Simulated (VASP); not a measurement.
The system is CeCr2B2C.

```
CELL_PARAMETERS angstrom
3.76288 0.00000 0.00000
0.00000 3.76288 0.00000
0.00000 0.00000 4.95624
ATOMIC_POSITIONS crystal
Ce 0.00000 0.00000 0.00000
B 0.50000 0.50000 0.22400
B 0.50000 0.50000 0.77600
Cr 0.00000 0.50000 0.50000
Cr 0.50000 0.00000 0.50000
C 0.00000 0.00000 0.50000
```

Base run:

| Item | Value |
| --- | --- |
| Program | VASP 6.6.1 |
| Functional | revPBE |
| Potentials or basis | VASP PAW PBE potentials, release 64 (Ce, B, Cr_pv, C) |
| Cutoff | 520 eV |
| k mesh | 5 × 5 × 4 |
| Occupations | fermi-dirac, width 0.1 eV |
| Spin | no spin polarisation |

Its results: band gap on the k mesh zero (bands 23 and 24 overlap by 0.37 eV); pressure 3.3 GPa; largest force 0.331 eV/Å.

Problem. The run is repeated on the same cell with these changes: functional from revPBE to LDA; potentials or basis from VASP PAW PBE potentials, release 64 (Ce, B, Cr_pv, C) to VASP PAW LDA potentials, release 64 (Ce, B, Cr_pv, C). What comes out?

Solution. Band gap on the k mesh zero (bands 23 and 24 overlap by 0.38 eV); pressure -9.3 GPa; largest force 0.099 eV/Å.

Caveats: spin-orbit coupling is left out, which moves the levels of the heavy elements; the run has no spin polarisation, though such a crystal can be magnetic; semilocal functionals describe open f shells poorly, which spoils levels, moments and volumes; the cell stands under pressure (at least some runs); the PAW data sets were made with another functional, which shifts forces and pressure a little (at least some runs); the cell stands under tension (at least some runs).
